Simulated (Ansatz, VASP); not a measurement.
# AlRu in VASP and in Ansatz

The input INCAR:

```
SYSTEM = AlRu
  ALGO = Normal
  EDIFF = 1E-6
  ENCUT = 500
  GGA_COMPAT = .False.
  ISIF = 2
  ISMEAR = 0
  LASPH = .True.
  LCHARG = .False.
  LREAL = .False.
  LWAVE = .False.
  NBANDS = 16
  NELM = 120
  PREC = Accurate
  SIGMA = 0.1
```

The input KPOINTS:

```
k-points
0
Gamma
  6 6 6
  0 0 0
```

File POSCAR:

```
AlRu
1.0
    2.9700000000      0.0000000000      0.0000000000
    0.0000000000      2.9700000000      0.0000000000
    0.0000000000      0.0000000000      2.9700000000
Ru Al
1 1
Direct
    0.0000000000      0.0000000000      0.0000000000
    0.5000000000      0.5000000000      0.5000000000
```

Input for Ansatz:

```yaml
crystal:
  lattice:
    - [2.97, 0.0, 0.0]
    - [0.0, 2.97, 0.0]
    - [0.0, 0.0, 2.97]
  atoms:
    - { symbol: Ru, position: [0.0, 0.0, 0.0] }
    - { symbol: Al, position: [0.5, 0.5, 0.5] }
basis:
  ecutwfc: 420
kpoints:
  mp_grid: { grid: [6, 6, 6] }
hamiltonian:
  xc: lda
  pseudopotentials: { kind: paw, azcp: { folder: soft_1 } }
scf:
  occupations: { method: gaussian, width: 0.1 }
output:
  forces: true
  stress: true
  eigenvalues: true
```

Alike in both runs: task single point; functional LDA; k mesh 6 × 6 × 6; occupations gaussian, width 0.1 eV; no spin polarisation.

|  | VASP | Ansatz |
| --- | --- | --- |
| version | VASP 6.6.1 | Ansatz 0.2.0 |
| potentials or method | VASP PAW LDA potentials, release 64 (Ru_pv, Al), cutoff 500 eV | scalar-relativistic, plane waves, PAW |
| valence electrons in the cell | 17 | 19 |

```csv
,VASP,Ansatz,Ansatz less VASP
gap on the k mesh at the Fermi level (eV),none,none,-
pressure (GPa),-3.2,-3.7,-0.56
```

Ansatz warns that its potentials were made for another functional, while VASP's fit it. LDA's correlation is that of Perdew and Zunger in VASP and of Perdew and Wang (1992) in Ansatz. A gap of «none» marks a metal or a gap that the smearing closes. VASP's potentials hold 17 valence electrons a cell and Ansatz's 19, so a difference there can come from the potentials and not from the codes.
